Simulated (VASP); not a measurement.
# Ca (P-1) in VASP: further runs

The runs below take Ca through single point, with PBE, LDA, BLYP, PBEsol.

Program: VASP 6.6.1. These are calculated values, not measurements. Logs are shortened: lines on timing, memory, paths and dates and some standing lists are left out, and cuts for length are marked.

## 1. The cell of the first run

The typed cell holds 1 atom: a = 3.972 Å, b = 3.893 Å, c = 3.931 Å, α = 61.18°, β = 60.63°, γ = 60.21°.

## 2. Single point, PBE (the cell strained at random)

INCAR reads:

```
SYSTEM = Ca
ALGO     = Normal         ! electronic algorithm
EDIFF    = 1E-7           ! SCF threshold, eV
ENCUT    = 520            ! plane-wave cutoff, eV
GGA      = PE             ! functional
ISIF     = 2              ! what is computed and relaxed
ISMEAR   = 0              ! smearing method
LASPH    = .True.         ! aspherical terms in the spheres
LCHARG   = .False.        ! write CHGCAR
LREAL    = .False.        ! projectors in reciprocal space
LWAVE    = .False.        ! write WAVECAR
NBANDS   = 11             ! bands
NELM     = 80             ! most SCF steps
PREC     = Accurate       ! precision mode
SIGMA    = 0.1            ! smearing width, eV
```

KPOINTS reads:

```
k-points
0
Gamma
  8 8 8
  0 0 0
```

POSCAR reads:

```
Ca
1.0
   -0.0390650000      2.8062550000      2.8102530000
    2.7255680000     -0.0087790000      2.7799670000
    2.7544070000      2.8048080000     -0.0376180000
Ca
1
Direct
    0.0006290000     -0.0131320000      0.0115240000
```

Potentials or basis: VASP PAW PBE potentials, release 64 (Ca_sv).

The run is started by

```
$ cat potpaw_PBE.64/Ca_sv/POTCAR > POTCAR
$ mpirun -np 1 vasp_std > vasp.out
```

OUTCAR:

```text
SYSTEM = Ca
   EDIFF = 1E-7
   ENCUT = 520
   GGA = PE
   ISIF = 2
   ISMEAR = 0
   LASPH = .True.
   LREAL = .False.
   NELM = 80
   PREC = Accurate

 ion  position               nearest neighbor table
   1  0.001  0.987  0.012-

  Warning from LATTYP: Got some problem with cell dimensions!
  Tried to take original basis but could not verify dimensions!
  LATTYP: Found a triclinic cell.
 ALAT       =     3.9716640245
 B/A-ratio  =     0.9934620709
 C/A-ratio  =     0.9898370397
 COS(alpha) =     0.0180228930
 COS(beta)  =     0.4904435686
 COS(gamma) =     0.5164203085

  Lattice vectors:

 A1 = (   0.0390650000,  -2.8062550000,  -2.8102530000)
 A2 = (   2.7646330000,  -2.8150340000,  -0.0302860000)
 A3 = (  -2.7544070000,  -2.8048080000,   0.0376180000)

Analysis of symmetry for initial positions (statically):
=====================================================================
 Subroutine PRICEL returns:
 Original cell was already a primitive cell.

 Routine SETGRP: Setting up the symmetry group for a
 triclinic supercell.

 Subroutine GETGRP returns: Found  2 space group operations
 (whereof  1 operations were pure point group operations)
 out of a pool of  2 trial point group operations.

The static configuration has the point symmetry C_1 .
 The point group associated with its full space group is S_2 .

Analysis of symmetry for dynamics (positions and initial velocities):
=====================================================================
 Subroutine PRICEL returns:
 Original cell was already a primitive cell.

 Routine SETGRP: Setting up the symmetry group for a
 triclinic supercell.

 Subroutine GETGRP returns: Found  2 space group operations
 (whereof  1 operations were pure point group operations)
 out of a pool of  2 trial point group operations.

The dynamic configuration has the point symmetry C_1 .
 The point group associated with its full space group is S_2 .

 Subroutine INISYM returns: Found  2 space group operations
 (whereof  1 operations are pure point group operations),
 and found     1 'primitive' translations

----------------------------------------------------------------------------------------

                                     Primitive cell

  volume of cell :      43.6317

  direct lattice vectors                    reciprocal lattice vectors
    -0.039065000  2.806255000  2.810253000    -0.178698886  0.177845093  0.175763693
     2.725568000 -0.008779000  2.779967000     0.183072820 -0.177373418  0.179665953
[... 86 lines left out ...]
   NSW    =      0    number of steps for IOM
   IBRION =     -1    ionic relax: 0-MD 1-quasi-New 2-CG
   NFREE  =      0    steps in history (QN), initial steepest desc. (CG)
   ISIF   =      2    stress and relaxation
   ISYM   =      2    0-nonsym 1-usesym 2-fastsym
   POTIM  = 0.5000    time-step for ionic-motion
   TEBEG  =    0.0;   TEEND  =   0.0 temperature during run
   PSTRESS=    0.0 pullay stress
   NELECT =      10.0000    total number of electrons
   NUPDOWN=      -1.0000    fix difference up-down
   EMIN   =  10.00;   EMAX   =-10.00  energy-range for DOS
   EFERMI =   0.00;   METHOD = LEGACY
   ISMEAR =     0;   SIGMA  =   0.10  broadening in eV -4-tet -1-fermi 0-gaus
   EFERMI_NEDOS =   21; number of points for ismear=-14 and -15
   IALGO  =     38    algorithm
   IMIX   =      4    mixing-type and parameters
     AMIX     =   0.40;   BMIX     =  1.00
     AMIX_MAG =   1.60;   BMIX_MAG =  1.00
  volume/ion in A,a.u.               =      43.63       294.44
  Fermi-wavevector in a.u.,A,eV,Ry     =   1.001861  1.893242 13.656504  1.003725
  Thomas-Fermi vector in A             =   2.134310
   LORBIT       =      0    0 simple, 1 ext, 2 COOP (PROOUT), +10 PAW based schemes
   GGA     = PE    functional components
   LHFCALC =     F    Hartree Fock is set to
   AEXX    =    0.0000 exact exchange contribution
   IVDW    =     0    specifies the selected vdW correction
   LEPSILON=     F    determine dielectric tensor
   LRPA    =     F    only Hartree local field effects (RPA)
 non-spin polarized calculation
 Gauss-broadening in eV      SIGMA  =   0.10
  energy-cutoff  :      520.00
  volume of cell :       43.63
 maximum number of plane-waves:      1207
 NGX is ok and might be reduce to    30
   NGX = 15   NGY = 15   NGZ = 15

 number of electron      10.0000000 magnetization

 Free energy of the ion-electron system (eV)
  ---------------------------------------------------
  ext. energy  EPLUGINS =         0.00000000
  ---------------------------------------------------
  free energy    TOTEN  =        -1.92919324 eV

  energy without entropy =       -1.92130708  energy(sigma->0) =       -1.92525016

 E-fermi :   1.7870     XC(G=0):  -7.6326

 val. band max:        1.7832646043   @ k =   0.1250  -0.3750   0.2500
 cond. band min:       1.7874938649   @ k =  -0.2500   0.3750   0.5000
 fundamental gap:      0.0042292606
 Fermi energy:         1.7869607366

 k-point     1 :       0.0000    0.0000    0.0000
  band No.  band energies     occupation
      1     -40.2610      2.00000
      2     -21.1833      2.00000
      3     -21.1821      2.00000
      4     -21.1804      2.00000
      5      -2.1364      2.00000
      6       4.0505      0.00000
      7       4.0929      0.00000
      8       4.2251      0.00000
      9       5.1028      0.00000
     10       5.2049      0.00000
     11      10.7913      0.00000
[... 309 lines left out ...]
 k-point    24 :       0.2500    0.3750    0.0000
  band No.  band energies     occupation
      1     -40.2499      2.00000
      2     -21.2718      2.00000
      3     -21.2117      2.00000
      4     -21.2101      2.00000
      5      -0.0359      2.00000
      6       2.8011      0.00000
      7       3.4812      0.00000
      8       4.8411      0.00000
      9       5.1649      0.00000
     10       5.7095      0.00000
     11       8.5238      0.00000

 [... further k-points ...]
[... 5 lines left out ...]
  --------------------------------------------------------------------------------------
  -------------------------------------------------------------------------------------
  Total       -0.1349274     -0.1533194     -0.1590961      0.0119752      0.0086201      0.0815830
  in kB       -4.9545964     -5.6299593     -5.8420803      0.4397347      0.3165352      2.9957641
  external PRESSURE =      -5.4755453 kB  Pullay stress =       0.0000000 kB

 VOLUME and BASIS-vectors are now :
 -----------------------------------------------------------------------------
  energy-cutoff  :      520.00
  volume of cell :       43.63
      direct lattice vectors                 reciprocal lattice vectors
    -0.039065000  2.806255000  2.810253000    -0.178698886  0.177845093  0.175763693
     2.725568000 -0.008779000  2.779967000     0.183072820 -0.177373418  0.179665953
     2.754407000  2.804808000 -0.037618000     0.179364091  0.178038624 -0.175292018

 POSITION                                       TOTAL-FORCE (eV/Angst)
 -----------------------------------------------------------------------------------
      2.72149      0.02542      2.74479         0.000000      0.000000      0.000000
 -----------------------------------------------------------------------------------
    total drift:                                0.000004     -0.000000     -0.000004

  FREE ENERGIE OF THE ION-ELECTRON SYSTEM (eV)
  ---------------------------------------------------
  free  energy   TOTEN  =        -1.9291932350 eV

  energy  without entropy=       -1.9213070763  energy(sigma->0) =       -1.92525016
```

stdout:

```text
POSCAR found type information on POSCAR Ca
 POSCAR found :  1 types and       1 ions
 scaLAPACK will be used
 LDA part: xc-table for (Slater+PW92), standard interpolation
 POSCAR, INCAR and KPOINTS ok, starting setup
 FFT: planning ... GRIDC
 FFT: planning ... GRID_SOFT
 FFT: planning ... GRID
 WAVECAR not read
 entering main loop
```

Run time: 3 min. Hardware: 1 thread of Intel Xeon 8259CL, shared host; peak memory 0.26 GiB.

What came out:

```yaml
Free_energy: -1.9292 eV
Pressure: -0.5 GPa
Band_gap_on_the_k_mesh: zero (bands 5 and 6 overlap by 0.46 eV)
```

Levels at points of the mesh, in eV from the Fermi level:
```csv
k point,band 3,band 4,band 5,band 6,band 7,band 8
"(0.00, 0.00, 0.00)",-22.97,-22.97,-3.92,2.26,2.31,2.44
"(0.50, 0.00, 0.00)",-22.99,-22.98,-0.97,-0.19,2.14,2.35
"(0.00, 0.50, 0.00)",-22.99,-22.98,-0.90,-0.10,2.15,2.28
"(0.50, 0.50, 0.00)",-23.01,-23.01,-0.40,0.65,0.89,4.01
"(0.00, 0.00, 0.50)",-22.99,-22.98,-0.97,-0.19,2.15,2.34
"(0.50, 0.00, 0.50)",-23.01,-23.01,-0.40,0.65,0.90,4.02
"(0.00, 0.50, 0.50)",-23.02,-23.02,-0.34,0.61,1.07,4.01
"(0.50, 0.50, 0.50)",-22.99,-22.98,-0.88,-0.08,2.15,2.26
```

Caveat: the cell differs from its parent crystal (the cell strained at random).

## 3. Single point, LDA (the cell strained at random)

INCAR reads:

```
  PREC = Accurate
  ENCUT = 520
  EDIFF = 1E-6
  ISMEAR = 1
  SIGMA = 0.2
  LREAL = F
  LASPH = T
  NELM = 60
  ALGO = Normal
  ISIF = 2
  LWAVE = F
  LCHARG = T
  GGA = CA
  LELF = T
  LVHAR = T
  NBANDS = 11
```

KPOINTS reads:

```
regular mesh
0
Gamma
  8 8 8
```

POSCAR is that of step 2.

Potentials or basis: VASP PAW LDA potentials, release 64 (Ca_sv).

The run is started by

```
$ cat potpaw_LDA.64/Ca_sv/POTCAR > POTCAR
$ mpirun -np 1 vasp_std > vasp.out
```

Run time: 2.1 min. Hardware: 1 thread of Intel Xeon 8259CL, shared host; peak memory 0.25 GiB.

The run converged. Its results:

| Item | Value |
| --- | --- |
| Free energy | -2.1660 eV |
| Pressure | -2.2 GPa |
| Band gap on the k mesh | zero (bands 5 and 6 overlap by 0.38 eV) |

Stress tensor (GPa, compression positive):
```
-2.08  0.05  0.31
 0.05 -2.19  0.03
 0.31  0.03 -2.20
```

Levels at points of the mesh, in eV from the Fermi level:
```
           k point  band 2  band 3  band 4  band 5  band 6  band 7  band 8  band 9
(0.00, 0.00, 0.00)  -22.83  -22.83  -22.83   -3.93    2.12    2.16    2.29    3.16
(0.50, 0.00, 0.00)  -22.95  -22.85  -22.84   -1.04   -0.14    2.01    2.21    3.84
(0.00, 0.50, 0.00)  -22.96  -22.85  -22.84   -0.96   -0.06    2.02    2.15    3.83
(0.50, 0.50, 0.00)  -22.95  -22.88  -22.87   -0.45    0.55    0.91    3.86    4.01
(0.00, 0.00, 0.50)  -22.95  -22.85  -22.84   -1.04   -0.14    2.02    2.20    3.83
(0.50, 0.00, 0.50)  -22.95  -22.88  -22.87   -0.45    0.55    0.92    3.87    4.01
(0.00, 0.50, 0.50)  -22.95  -22.88  -22.88   -0.39    0.52    1.09    3.85    4.05
(0.50, 0.50, 0.50)  -22.96  -22.85  -22.85   -0.94   -0.03    2.02    2.13    3.84
```

Caveat: the cell differs from its parent crystal (the cell strained at random).

(Part 1 of 2 ends here.)
